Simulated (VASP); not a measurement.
## SiC: single point with PBE

Crystal: SiC.

```
Si C
1.0
     0.00000    2.08704    2.08704
     2.08704    0.00000    2.08704
     2.08704    2.08704    0.00000
Si C
1 1
Direct
  0.00000 0.00000 0.00000
  0.75000 0.75000 0.75000
```

This cell differs from its parent crystal: strain -0.040 along x and y, -0.040 along z.

| Property | Result |
| --- | --- |
| Program | VASP 6.6.1 |
| Task | single point |
| Functional | PBE |
| Potentials or basis | VASP PAW PBE potentials, release 64 (Si, C) |
| Cutoff | 520 eV |
| k mesh | 12 × 12 × 12 |
| Occupations | gaussian, width 0.05 eV |
| Spin | no spin polarisation |

```
Pressure               : 40.4 GPa
Band gap on the k mesh : 1.23 eV, indirect (least direct gap 4.66 eV)
```

Levels at points of the mesh, in eV from the valence-band top:
```csv
k point,band 2,band 3,band 4,band 5,band 6,band 7
"(0.00, 0.00, 0.00)",0.00,0.00,0.00,7.77,8.27,8.27
"(0.50, 0.00, 0.00)",-9.28,-1.07,-1.07,6.65,7.77,7.77
"(0.50, 0.50, 0.00)",-8.23,-3.43,-3.43,1.23,4.80,15.59
```

Wall time 10 s on 1 thread of Intel(R) Xeon(R) 6975P-C (Granite Rapids) (shared host), peak memory 0.14 GiB.

Caveat: the cell differs from its parent crystal (strain -0.040 along x and y, -0.040 along z). A k mesh can miss the band edges.
